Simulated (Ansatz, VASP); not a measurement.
**C: VASP beside Ansatz**

```
C
1.0
     0.00000    1.70397    1.88937
     1.70397    0.00000    1.88937
     1.70397    1.70397    0.00000
C
2
Cartesian
  1.7040 1.7040 1.8894
  2.5560 2.5560 2.8341
```

Change from the starting cell: strain +e along x and -e along y +0.0000, strain +e along z and -e/2 along x and y +0.0700.

Alike in both runs: task single point; functional LDA; k mesh 12 × 12 × 12; occupations gaussian, width 0.05 eV; no spin polarisation.

|  | VASP | Ansatz |
| --- | --- | --- |
| version | VASP 6.6.1 | Ansatz 0.2.0 |
| potentials or method | VASP PAW LDA potentials, release 64 (C), cutoff 520 eV | scalar-relativistic, plane waves, PAW |
| valence electrons in the cell | 8 | 8 |

Ansatz gave:

- gap on the k mesh at the Fermi level (eV): 2.90
- least direct gap on the mesh (eV): 4.72
- pressure (GPa): 1.9
- traceless stress, the component that is largest in VASP (GPa): -72.82

Question: Estimate VASP's values.

Answer: gap on the k mesh at the Fermi level (eV): 2.90; least direct gap on the mesh (eV): 4.72; pressure (GPa): 3.6; traceless stress, the component that is largest in VASP (GPa): -72.71.

Ansatz warns that its potentials were made for another functional, while VASP's fit it. LDA's correlation is that of Perdew and Zunger in VASP and of Perdew and Wang (1992) in Ansatz.
